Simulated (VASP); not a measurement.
Wanted: the native input for a VASP 6.6.1 run.

```yaml
Task: relaxation of cell and atoms
Functional: PBE
Dispersion: D3(BJ)
Potentials_or_basis: VASP PAW PBE potentials, release 64 (Mo_sv, S)
Cutoff: 600 eV
k_mesh: 12 × 12 × 4
Occupations: fermi-dirac, width 0.02 eV
Spin: no spin polarisation
Dipole_correction: no
Further_INCAR_settings: ALGO = Normal; EDIFF = 1e-07; IBRION = 2; EDIFFG = -0.005; NSW = 80; ISIF = 3
```

The structure of MoS2 lies in POSCAR:

```
MoS2
1.0
    3.8778126800      0.0000000000      0.0000000000
   -1.9389063400      3.3582842920      0.0000000000
    0.0000000000      0.0000000000      6.0689055160
Mo S
1 2
Direct
    0.0000000000      0.0000000000      0.0000000000
    0.3333333333      0.6666666667      0.2596354077
    0.6666666667      0.3333333333      0.7403645923
```

One way to write it, as run:

INCAR

```
SYSTEM = MoS2
  ALGO = Normal
  EDIFF = 1E-7
  EDIFFG = -0.005
  ENCUT = 600
  GGA = PE
  IBRION = 2
  ISIF = 3
  ISMEAR = -1
  IVDW = 12
  LASPH = .True.
  LCHARG = .False.
  LREAL = .False.
  LWAVE = .False.
  NELM = 100
  NSW = 80
  PREC = Accurate
  SIGMA = 0.02
```

KPOINTS

```
k-points
0
Gamma
  12 12 4
  0 0 0
```

Potentials or basis: VASP PAW PBE potentials, release 64 (Mo_sv, S).

Command:

```bash
$ cat potpaw_PBE.64/Mo_sv/POTCAR potpaw_PBE.64/S/POTCAR > POTCAR
$ mpirun -np 1 vasp_std > vasp.out
```

Results of the run:

- Relaxed volume: 16.93 Å³/atom
- Relaxed cell: a = 3.173 Å, b = 3.173 Å, c = 5.823 Å, α = 90.00°, β = 90.00°, γ = 120.00°
- Space group after relaxing (to 0.1 Å): P-3m1 (No. 164)
- Energy gained by relaxing: 960.2 meV/atom
- Ionic steps: 24
- Pressure after relaxing: 0.0 GPa
- Band gap on the k mesh: zero (bands 13 and 14 overlap by 1.21 eV)
- Dispersion energy per atom: -0.449 eV

Caveat: the volume moved by over 15 % at a fixed basis, so the end points are rough.

It took 21 min on 1 thread of Intel(R) Xeon(R) Platinum 8488C (Sapphire Rapids), with other jobs on the host, peak memory 0.29 GiB.
